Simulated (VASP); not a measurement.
Wanted: the native input for a VASP 6.6.1 run.

| Item | Value |
| --- | --- |
| Task | relaxation of cell and atoms |
| Functional | PBE |
| Potentials or basis | VASP PAW PBE potentials, release 64 (Si, O) |
| Cutoff | 600 eV |
| k mesh | 6 × 6 × 6 |
| Occupations | gaussian, width 0.02 eV |
| Spin | no spin polarisation |
| Dipole correction | no |
| Further INCAR settings | ALGO = Normal; EDIFF = 1e-06; IBRION = 2; EDIFFG = -0.01; NSW = 100; ISIF = 3 |

The structure of SiO2 lies in POSCAR:

```
SiO2
1.0
    3.8079024833      0.0000000000      0.0000000000
    0.0000000000      3.8079024833      0.0000000000
    0.0000000000      0.0000000000      3.8079024833
Si O
2 4
Direct
    0.0000000000      0.0000000000      0.0000000000
    0.5000000000      0.5000000000      0.5000000000
    0.2500000000      0.2500000000      0.2500000000
    0.2500000000      0.7500000000      0.7500000000
    0.7500000000      0.7500000000      0.2500000000
    0.7500000000      0.2500000000      0.7500000000
```

The input as run:

INCAR

```
PREC = Accurate
ENCUT = 600
EDIFF = 1E-6
ISMEAR = 0
SIGMA = 0.02
LREAL = F
LASPH = T
NELM = 100
ALGO = Normal
ISIF = 3
LWAVE = F
LCHARG = F
GGA = PE
IBRION = 2
NSW = 100
EDIFFG = -0.01
```

KPOINTS

```
regular mesh
0
Gamma
  6 6 6
```

Potentials or basis: VASP PAW PBE potentials, release 64 (Si, O).

Command:

```sh
$ cat potpaw_PBE.64/Si/POTCAR potpaw_PBE.64/O/POTCAR > POTCAR
$ mpirun -np 1 vasp_std > vasp.out
```

Results of the run:

```
Relaxed volume                        : 9.19 Å³/atom
Relaxed cell                          : a = 3.806 Å, b = 3.806 Å, c = 3.806 Å, α = 90.00°, β = 90.00°, γ = 90.00°
Space group after relaxing (to 0.1 Å) : Pn-3m (No. 224)
Energy gained by relaxing             : 0.0 meV/atom
Ionic steps                           : 3
Pressure after relaxing               : 0.0 GPa
Band gap on the k mesh                : 4.54 eV (least direct gap 5.11 eV)
```

It took 58 s on 1 thread of Intel(R) Xeon(R) Platinum 8175M CPU @ 2.50GHz (Skylake/Cascade Lake), on a shared host, peak memory 0.17 GiB.
